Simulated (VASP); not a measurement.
NaF, 2 atoms in the cell. It takes space group Fm-3m (No. 225, cubic). The conventional cell has a = 4.561 Å, b = 4.561 Å, c = 4.561 Å, α = 90.00°, β = 90.00°, γ = 90.00°. Na (site symmetry m-3m) has 6 F at 2.28 Å within 3.0 Å. F (site symmetry m-3m) has 6 Na at 2.28 Å within 3.0 Å. 

```yaml
Program: VASP 6.6.1
Task: single point
Functional: PBE
Potentials_or_basis: VASP PAW PBE potentials, release 64 (Na_pv, F)
Cutoff: 600 eV
k_mesh: 7 × 7 × 7
Occupations: gaussian, width 0.01 eV
Spin: no spin polarisation
Dipole_correction: no
Further_INCAR_settings: ALGO = Normal; EDIFF = 1e-06; NBANDS = 14
```

Potentials or basis: VASP PAW PBE potentials, release 64 (Na_pv, F).

Run with:

```sh
$ cat potpaw_PBE.64/Na_pv/POTCAR potpaw_PBE.64/F/POTCAR > POTCAR
$ mpirun -np 1 vasp_std > vasp.out
```

Hardware: 1 thread of Intel Xeon 8259CL (shared host).

Question: Estimate the wall time of this run.

Answer: Run time: 20 s on 1 thread of Intel Xeon 8259CL, with other jobs on the host, peak memory 0.15 GiB. Counts: scf iterations 12, k points 20.
